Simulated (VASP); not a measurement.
Write the native input for VASP 6.6.1 that does the following.

* Task: single point
* Functional: PBEsol
* Potentials or basis: VASP PAW PBE potentials, release 64 (W_sv, Se)
* Cutoff: 520 eV
* k mesh: 11 × 11 × 3
* Occupations: fermi-dirac, width 0.08 eV
* Spin: no spin polarisation
* Dipole correction: no
* Further INCAR settings: ALGO = Normal; EDIFF = 1e-07; NBANDS = 35

The structure of WSe2 lies in POSCAR:

```
WSe2
1.0
    3.2789950290      0.0000000000      0.0000000000
   -1.6394975145      2.8396929940      0.0000000000
    0.0000000000      0.0000000000     12.9266217496
W Se
2 4
Direct
    0.3333333333      0.6666666667      0.2500000000
    0.6666666667      0.3333333333      0.7500000000
    0.3333333333      0.6666666667      0.6210000000
    0.6666666667      0.3333333333      0.1210000000
    0.3333333333      0.6666666667      0.8790000000
    0.6666666667      0.3333333333      0.3790000000
```

The input as run:

INCAR

```
SYSTEM = WSe2
PREC = Accurate ; ENCUT = 520
EDIFF = 1E-7 ; ISMEAR = -1
SIGMA = 0.08 ; LREAL = .FALSE.
LASPH = .TRUE. ; NELM = 100
ALGO = Normal ; ISIF = 2
LWAVE = .FALSE. ; LCHARG = .FALSE.
GGA = PS ; NBANDS = 35
```

KPOINTS

```
Automatic mesh
0
G
  11 11 3
  0 0 0
```

Potentials or basis: VASP PAW PBE potentials, release 64 (W_sv, Se).

Command:

```console
$ cat potpaw_PBE.64/W_sv/POTCAR potpaw_PBE.64/Se/POTCAR > POTCAR
$ mpirun -np 1 vasp_std > vasp.out
```

It gave:

| Item | Value |
| --- | --- |
| Pressure | 0.6 GPa |
| Largest force | 0.098 eV/Å |
| Band gap on the k mesh | 0.90 eV (least direct gap 1.76 eV) |

Caveat: the PAW data sets were made with another functional, which shifts forces and pressure a little; spin-orbit coupling is left out, which moves the levels of the heavy elements; an odd mesh through Γ misses points on the zone boundary, where band edges can lie; this functional lacks dispersion, which binds the layers, so the pressure and a relaxed spacing across them are unreliable.

It took 93 s on 1 thread of AMD EPYC 7R13 Processor (Zen 3), with other jobs on the host, peak memory 0.25 GiB.
